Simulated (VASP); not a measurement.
# AlN in VASP: a series of runs

The runs below take AlN through single point, with PBE.

All numbers are computed with VASP 6.6.1; they aren't measurements. Logs are shortened: lines on timing, memory, paths and dates and some standing lists are left out, and cuts for length are marked.

### Step 1. The cell of the first run

The typed cell holds 2 atoms: a = 3.129 Å, b = 3.107 Å, c = 3.107 Å, α = 61.52°, β = 59.57°, γ = 59.57°.

### Step 2. Single point, PBE

INCAR reads:

```
PREC = Accurate ; ENCUT = 520
EDIFF = 1E-7 ; ISMEAR = 0
SIGMA = 0.01 ; LREAL = False
LASPH = True ; NELM = 60
ALGO = Normal ; ISIF = 2
LWAVE = False ; LCHARG = True
GGA = PE ; LELF = True
LVHAR = True ; NBANDS = 11
```

KPOINTS reads:

```
regular mesh
0
Gamma
  6 6 6
```

POSCAR reads:

```
AlN
1.0
    0.0064797313      2.2122730124      2.2122403865
    2.1599497421     -0.0142138069      2.2328017341
    2.1597616884      2.2328813174     -0.0142676951
Al N
1 1
Direct
   -0.0058685286     -0.0112363655      0.0002978879
    0.7514112333      0.7288712970      0.7406814342
```

Potentials or basis: VASP PAW PBE potentials, release 64 (Al, N).

Launch:

```bash
$ cat potpaw_PBE.64/Al/POTCAR potpaw_PBE.64/N/POTCAR > POTCAR
$ mpirun -np 1 vasp_std > vasp.out
```

OUTCAR:

```text
PREC = Accurate
   ENCUT = 520
   EDIFF = 1E-7
   ISMEAR = 0
   LREAL = False
   LASPH = True
   NELM = 60
   ISIF = 2
   GGA = PE

 ion  position               nearest neighbor table
   1  0.994  0.989  0.000-   2 1.90   2 1.90   2 1.91   2 1.93
   2  0.751  0.729  0.741-   1 1.90   1 1.90   1 1.91   1 1.93

  LATTYP: Found a base centered monoclinic cell.
 ALAT       =    10.3457222530
 B/A-ratio  =     0.3071660112
 C/A-ratio  =     0.7360066838
 COS(beta)  =    -0.9852195537

  Lattice vectors:

 A1 = (  -2.1662414197,  -4.4451543298,  -2.1979726914)
 A2 = (  -2.1664294734,  -2.1980592055,  -4.4450421206)
 A3 = (   4.3261911618,   4.4309405229,   4.4307744255)

Analysis of symmetry for initial positions (statically):
=====================================================================
 Subroutine PRICEL returns:
 Original cell was already a primitive cell.

 Routine SETGRP: Setting up the symmetry group for a
 base centered monoclinic supercell.

 Subroutine GETGRP returns: Found  1 space group operations
 (whereof  1 operations were pure point group operations)
 out of a pool of  4 trial point group operations.

The static configuration has the point symmetry C_1 .

Analysis of symmetry for dynamics (positions and initial velocities):
=====================================================================
 Subroutine PRICEL returns:
 Original cell was already a primitive cell.

 Routine SETGRP: Setting up the symmetry group for a
 base centered monoclinic supercell.

 Subroutine GETGRP returns: Found  1 space group operations
 (whereof  1 operations were pure point group operations)
 out of a pool of  4 trial point group operations.

The dynamic configuration has the point symmetry C_1 .

 Subroutine INISYM returns: Found  1 space group operations
 (whereof  1 operations are pure point group operations),
 and found     1 'primitive' translations

----------------------------------------------------------------------------------------

                                     Primitive cell

  volume of cell :      21.4415

  direct lattice vectors                    reciprocal lattice vectors
     0.006479731  2.212273012  2.212240386    -0.232510582  0.226343045  0.226365091
     2.159949742 -0.014213807  2.232801734     0.231850917 -0.222838970  0.222163156
     2.159761688  2.232881317 -0.014267695     0.231840522  0.222179297 -0.222861643

  length of vectors
     3.128610138  3.106604015  3.106530717     0.395643146  0.390856140  0.390872075

  position of ions in fractional coordinates (direct lattice)
     0.994131471  0.988763635  0.000297888
     0.751411233  0.728871297  0.740681434

  ion indices of the primitive-cell ions
   primitive index   ion index
                 1           1
                 2           2

----------------------------------------------------------------------------------------

 KPOINTS: regular mesh

Automatic generation of k-mesh.
 Grid dimensions read from file:
 generate k-points for:    6    6    6

 Generating k-lattice:

  Cartesian coordinates                     Fractional coordinates (reciprocal lattice)
    -0.038751764  0.037723841  0.037727515     0.166666667  0.000000000 -0.000000000
     0.038641820 -0.037139828  0.037027193     0.000000000  0.166666667  0.000000000
     0.038640087  0.037029883 -0.037143607     0.000000000  0.000000000  0.166666667

  Length of vectors
     0.065940524  0.065142690  0.065145346

  Shift w.r.t. Gamma in fractional coordinates (k-lattice)
     0.000000000  0.000000000  0.000000000

 Subroutine IBZKPT returns following result:
 ===========================================

 Found    112 irreducible k-points:

 Following reciprocal coordinates:
            Coordinates               Weight
  0.000000  0.000000  0.000000      1.000000
  0.166667 -0.000000 -0.000000      2.000000
  0.333333 -0.000000 -0.000000      2.000000
  0.500000 -0.000000 -0.000000      1.000000
  0.000000  0.166667 -0.000000      2.000000
  0.166667  0.166667 -0.000000      2.000000
[... 16 lines left out ...]
  0.333333 -0.000000  0.166667      2.000000
  0.500000 -0.000000  0.166667      2.000000
 [... further k-points ...]
   k-points           NKPTS =    112   k-points in BZ     NKDIM =    112   number of bands    NBANDS=     11
   number of dos      NEDOS =    301   number of ions     NIONS =      2
   total plane-waves  NPLWV =  13824
   dimension x,y,z NGX =    24 NGY =   24 NGZ =   24
   dimension x,y,z NGXF=    48 NGYF=   48 NGZF=   48
   ions per type =               1   1
   NGX,Y,Z   is equivalent  to a cutoff of  12.75, 12.84, 12.84 a.u.
   NGXF,Y,Z  is equivalent  to a cutoff of  25.51, 25.69, 25.69 a.u.
 SYSTEM =  unknown system
   PREC   = accura    normal or accurate (medium, high low for compatibility)
   ISTART =      0    job   : 0-new  1-cont  2-samecut
   ICHARG =      2    charge: 1-file 2-atom 10-const
   ISPIN  =      1    spin polarized calculation?
   LNONCOLLINEAR =      F non collinear calculations
   LSORBIT =      F    spin-orbit coupling
   LASPH  =      T    aspherical Exc in radial PAW
   ENCUT  =  520.0 eV  38.22 Ry    6.18 a.u.   5.82  5.78  5.78*2*pi/ulx,y,z
   NELM   =     60;   NELMIN=  2; NELMDL= -5     # of ELM steps
   EDIFF  = 0.1E-06   stopping-criterion for ELM
   LREAL  =      F    real-space projection
   EDIFFG = 0.1E-05   stopping-criterion for IOM
   NSW    =      0    number of steps for IOM
   IBRION =     -1    ionic relax: 0-MD 1-quasi-New 2-CG
   NFREE  =      0    steps in history (QN), initial steepest desc. (CG)
   ISIF   =      2    stress and relaxation
   ISYM   =      2    0-nonsym 1-usesym 2-fastsym
   POTIM  = 0.5000    time-step for ionic-motion
   TEBEG  =    0.0;   TEEND  =   0.0 temperature during run
   PSTRESS=    0.0 pullay stress
   NELECT =       8.0000    total number of electrons
   NUPDOWN=      -1.0000    fix difference up-down
   EMIN   =  10.00;   EMAX   =-10.00  energy-range for DOS
   EFERMI =   0.00;   METHOD = LEGACY
   ISMEAR =     0;   SIGMA  =   0.01  broadening in eV -4-tet -1-fermi 0-gaus
   EFERMI_NEDOS =   21; number of points for ismear=-14 and -15
   IALGO  =     38    algorithm
   IMIX   =      4    mixing-type and parameters
     AMIX     =   0.40;   BMIX     =  1.00
     AMIX_MAG =   1.60;   BMIX_MAG =  1.00
  volume/ion in A,a.u.               =      10.72        72.35
  Fermi-wavevector in a.u.,A,eV,Ry     =   1.178564  2.227162 18.898658  1.389012
  Thomas-Fermi vector in A             =   2.314890
   LORBIT       =      0    0 simple, 1 ext, 2 COOP (PROOUT), +10 PAW based schemes
   GGA     = PE    functional components
   LHFCALC =     F    Hartree Fock is set to
   AEXX    =    0.0000 exact exchange contribution
   IVDW    =     0    specifies the selected vdW correction
   LEPSILON=     F    determine dielectric tensor
   LRPA    =     F    only Hartree local field effects (RPA)
 non-spin polarized calculation
 Gauss-broadening in eV      SIGMA  =   0.01
  energy-cutoff  :      520.00
  volume of cell :       21.44
 maximum number of plane-waves:       588
   NGX = 11   NGY = 11   NGZ = 11

 number of electron       8.0000000 magnetization

 Free energy of the ion-electron system (eV)
  ---------------------------------------------------
  ext. energy  EPLUGINS =         0.00000000
  ---------------------------------------------------
  free energy    TOTEN  =       -14.82841484 eV

  energy without entropy =      -14.82841484  energy(sigma->0) =      -14.82841484

 E-fermi :   5.9668     XC(G=0): -10.8102

 val. band max:        5.8184652289   @ k =   0.0000   0.0000   0.0000
 cond. band min:       8.9110787876   @ k =   0.0000   0.5000   0.5000
 fundamental gap:      3.0926135588
 Fermi energy:         5.9668269340

 k-point     1 :       0.0000    0.0000    0.0000
  band No.  band energies     occupation
      1      -9.1085      2.00000
      2       5.5248      2.00000
      3       5.7937      2.00000
      4       5.8185      2.00000
      5       9.6372      0.00000
      6      17.8230      0.00000
      7      17.9518      0.00000
      8      18.1966      0.00000
      9      22.6427      0.00000
     10      23.5623      0.00000
     11      24.0443      0.00000

 k-point     2 :       0.1667   -0.0000   -0.0000
  band No.  band energies     occupation
      1      -8.7175      2.00000
      2       3.9497      2.00000
      3       5.3673      2.00000
      4       5.6935      2.00000
      5      11.0581      0.00000
      6      17.1538      0.00000
      7      17.9196      0.00000
      8      18.2380      0.00000
      9      21.0539      0.00000
     10      21.5807      0.00000
     11      23.1887      0.00000

 k-point     3 :       0.3333   -0.0000   -0.0000
  band No.  band energies     occupation
      1      -7.7517      2.00000
      2       1.3045      2.00000
      3       5.0845      2.00000
      4       5.4781      2.00000
      5      12.3856      0.00000
      6      15.8593      0.00000
      7      16.8405      0.00000
      8      17.4932      0.00000
      9      22.5378      0.00000
     10      22.8651      0.00000
     11      23.2031      0.00000

 k-point     4 :       0.5000   -0.0000   -0.0000
  band No.  band energies     occupation
      1      -7.1054      2.00000
      2       0.0305      2.00000
      3       4.9564      2.00000
      4       5.3806      2.00000
      5      12.6937      0.00000
      6      15.3758      0.00000
      7      16.2553      0.00000
      8      16.9326      0.00000
      9      23.2567      0.00000
     10      25.3504      0.00000
     11      25.5959      0.00000
[... 239 lines left out ...]
 k-point    22 :       0.1667   -0.0000    0.1667
  band No.  band energies     occupation
      1      -8.6082      2.00000
      2       3.9476      2.00000
      3       5.2116      2.00000
      4       5.2902      2.00000
      5      11.3339      0.00000
      6      16.6041      0.00000
      7      17.8967      0.00000
      8      18.5455      0.00000
      9      18.9539      0.00000
     10      24.0832      0.00000
     11      25.7812      0.00000

 k-point    23 :       0.3333   -0.0000    0.1667
  band No.  band energies     occupation
      1      -7.8345      2.00000
      2       2.1346      2.00000
      3       4.6647      2.00000
      4       4.9565      2.00000
      5      12.1194      0.00000
      6      15.6067      0.00000
      7      16.6399      0.00000
      8      18.6598      0.00000
      9      20.3556      0.00000
     10      24.6239      0.00000
     11      25.6184      0.00000

 k-point    24 :       0.5000   -0.0000    0.1667
  band No.  band energies     occupation
      1      -7.0039      2.00000
      2       0.5700      2.00000
      3       3.9975      2.00000
      4       4.9369      2.00000
      5      12.7592      0.00000
      6      14.4432      0.00000
      7      17.4025      0.00000
      8      17.8972      0.00000
      9      22.2748      0.00000
     10      25.4383      0.00000
     11      26.0398      0.00000

 [... further k-points ...]
[... 5 lines left out ...]
  --------------------------------------------------------------------------------------
  -------------------------------------------------------------------------------------
  Total        0.1661208     -0.3304177     -0.3302623     -0.1197156      0.1053485     -0.1164516
  in kB       12.4130697    -24.6898483    -24.6782380     -8.9455300      7.8719733     -8.7016314
  external PRESSURE =     -12.3183389 kB  Pullay stress =       0.0000000 kB

 VOLUME and BASIS-vectors are now :
 -----------------------------------------------------------------------------
  energy-cutoff  :      520.00
  volume of cell :       21.44
      direct lattice vectors                 reciprocal lattice vectors
     0.006479731  2.212273012  2.212240386    -0.232510582  0.226343045  0.226365091
     2.159949742 -0.014213807  2.232801734     0.231850917 -0.222838970  0.222163156
     2.159761688  2.232881317 -0.014267695     0.231840522  0.222179297 -0.222861643

 POSITION                                       TOTAL-FORCE (eV/Angst)
 -----------------------------------------------------------------------------------
      2.14276      2.18590      4.40697        -0.422921     -0.082359     -0.091231
      3.17889      3.30582      3.27916         0.422921      0.082359      0.091231
 -----------------------------------------------------------------------------------
    total drift:                               -0.000563      0.000059      0.000010

  FREE ENERGIE OF THE ION-ELECTRON SYSTEM (eV)
  ---------------------------------------------------
  free  energy   TOTEN  =       -14.8284148354 eV

  energy  without entropy=      -14.8284148354  energy(sigma->0) =      -14.82841484
```

It took 19 s on 1 thread of Intel Xeon Platinum 8488C (Sapphire Rapids), shared host; peak memory 0.15 GiB.

What came out:

| Item | Value |
| --- | --- |
| Free energy | -14.8284 eV |
| Pressure | -1.2 GPa |
| Largest force | 0.440 eV/Å |
| Band gap on the k mesh | 3.09 eV, indirect (least direct gap 3.82 eV) |

Forces in eV/Å, atoms in the order of the input:
```
Al  -0.423 -0.082 -0.091
N    0.423  0.082  0.091
```

Stress tensor (GPa, compression positive):
```
 1.24 -0.89 -0.87
-0.89 -2.47  0.79
-0.87  0.79 -2.47
```

(Part 1 of 2 ends here.)
